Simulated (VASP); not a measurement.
Runs of VASP 6.6.1 on Ta2AlF3. The structure is that of space group P6/mmm (No. 191), or close to it. The cells are those of the table. The cell was built from a structure type or drawn by symmetry, and may not be a known phase.

```csv
task,cell,k mesh,cutoff (eV),gap on the mesh (eV),pressure (GPa)
single point,"a = 4.988, b = 4.988, c = 3.853 Å, angles 90.0, 90.0, 120.0°, 6 atoms",12 × 12 × 10,520,none,-0.1
single point,"a = 5.554, b = 5.554, c = 3.035 Å, angles 90.0, 90.0, 120.0°, 6 atoms",6 × 6 × 6,520,none,(a)
relaxation of cell and atoms,"relaxed from a = 5.554, b = 5.554, c = 3.035 Å, angles 90.0, 90.0, 120.0°, 6 atoms",6 × 6 × 6,600,none,-0.2
single point,"a = 4.987, b = 4.987, c = 3.847 Å, angles 90.0, 90.0, 120.0°, 6 atoms",6 × 6 × 6,520,none,0.1
```

Alike in all rows: level PBE; potentials or basis VASP PAW PBE potentials, release 64 (Ta_pv, Al, F); no spin polarisation; smearing gaussian 0.1 eV.

Question: Estimate the missing entries.

Answer: (a) 12.9.

Caveats: spin-orbit coupling is left out, which moves the levels of the heavy elements; the cell stands under pressure (at least some runs); a cell axis changed by over 15 % at a fixed basis, so the end point is rough (at least some runs).

A k mesh can miss the band edges, and the runs leave out spin-orbit coupling on Ta.

A gap of «none» marks levels without a gap at the run's occupations.
